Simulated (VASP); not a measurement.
Mn, 2 atoms in the cell. It takes space group P6_3/mmc (No. 194, hexagonal). Conventional cell: a = 2.393 Å, b = 2.393 Å, c = 3.876 Å, α = 90.00°, β = 90.00°, γ = 120.00°. Mn (site symmetry -6m2) has 12 Mn at 2.38 to 2.39 Å within 3.1 Å. This isn't the form of Mn at room conditions, which is a 58-atom cubic cell.

* Program: VASP 6.6.1
* Task: single point
* Functional: RPBE
* Potentials or basis: VASP PAW PBE potentials, release 64 (Mn_pv)
* Cutoff: 520 eV
* k mesh: 16 × 16 × 9
* Occupations: fermi-dirac, width 0.05 eV
* Spin: collinear spin, antiferromagnetic start
* Starting moments: [-0.699, 0.699] μB
* Dipole correction: no
* Further INCAR settings: ALGO = Normal; EDIFF = 1e-06; NBANDS = 24

Potentials or basis: VASP PAW PBE potentials, release 64 (Mn_pv).

Run with:

```bash
$ cat potpaw_PBE.64/Mn_pv/POTCAR > POTCAR
$ mpirun -np 1 vasp_std > vasp.out
```

Hardware: 1 thread of Intel(R) Xeon(R) 6975P-C (Granite Rapids) (shared host).

Estimate the wall time of this run.

It took 69 s on 1 thread of Intel(R) Xeon(R) 6975P-C (Granite Rapids), with other jobs on the host, peak memory 0.21 GiB. Counts: scf iterations 17, k points 150.
